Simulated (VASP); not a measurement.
Lu, 4 atoms in the cell. Symmetry: Fm-3m, No. 225, cubic system. Conventional cell: a = 4.765 Å, b = 4.765 Å, c = 4.765 Å, α = 90.00°, β = 90.00°, γ = 90.00°. Within 4.4 Å of Lu (site symmetry m-3m) lie 12 Lu at 3.37 Å. 

| Quantity | Value |
| --- | --- |
| Program | VASP 6.6.1 |
| Task | single point |
| Functional | PBEsol |
| Potentials or basis | VASP PAW PBE potentials, release 64 (Lu) |
| Cutoff | 520 eV |
| k mesh | 5 × 5 × 5 |
| Occupations | methfessel-paxton, width 0.05 eV |
| Spin | no spin polarisation |
| Dipole correction | no |
| Further INCAR settings | ALGO = Normal; EDIFF = 1e-07; NBANDS = 58 |

Potentials or basis: VASP PAW PBE potentials, release 64 (Lu).

Run with:

```bash
$ cat potpaw_PBE.64/Lu/POTCAR > POTCAR
$ mpirun -np 1 vasp_std > vasp.out
```

Hardware: 1 thread of Intel(R) Xeon(R) 6975P-C (Granite Rapids), with other jobs on the host.

Task: How long does it take, and how much memory?

Result: It took 32 s on 1 thread of Intel(R) Xeon(R) 6975P-C (Granite Rapids), on a shared host, peak memory 0.22 GiB. Counts: scf iterations 14, k points 10.
